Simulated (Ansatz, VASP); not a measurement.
Two plane-wave programs on AlNi

```
Al Ni
1.0
     0.00000   -2.86217    0.00000
     0.00000    0.00000   -2.86217
    13.08650    0.00000    0.00000
Al Ni
3 3
Direct
  0.00000 0.00000 0.16402
  0.00000 0.00000 0.38273
  0.00000 0.00000 0.60145
  0.50000 0.50000 0.05467
  0.50000 0.50000 0.27338
  0.50000 0.50000 0.49209
```

Alike in both runs: task single point; functional PBEsol; k mesh 20 × 20 × 7; occupations gaussian, width 0.15 eV; no spin polarisation.

```csv
,VASP,Ansatz
version,VASP 6.6.1,Ansatz 0.2.0
potentials or method,"VASP PAW PBE potentials, release 64 (Al, Ni), cutoff 520 eV","scalar-relativistic, plane waves, PAW"
valence electrons in the cell,39,63
```

```csv
,VASP,Ansatz,Ansatz less VASP
gap on the k mesh at the Fermi level (eV),none,none,-
pressure (GPa),-3.8,-3.9,-0.17
"traceless stress, the component that is largest in VASP (GPa)",2.49,2.55,+0.059
rms of the force components (eV/Å),0.318,0.323,+0.0051
```

VASP's potentials were made for PBE, not for PBEsol. Atom by atom the forces differ by 0.006 eV/Å (rms over components). A gap of «none» marks a metal or a gap that the smearing closes. The functional is the same, so the differences come from potentials, cutoffs and numerics. VASP's potentials hold 39 valence electrons a cell and Ansatz's 63, so a difference there can come from the potentials and not from the codes.
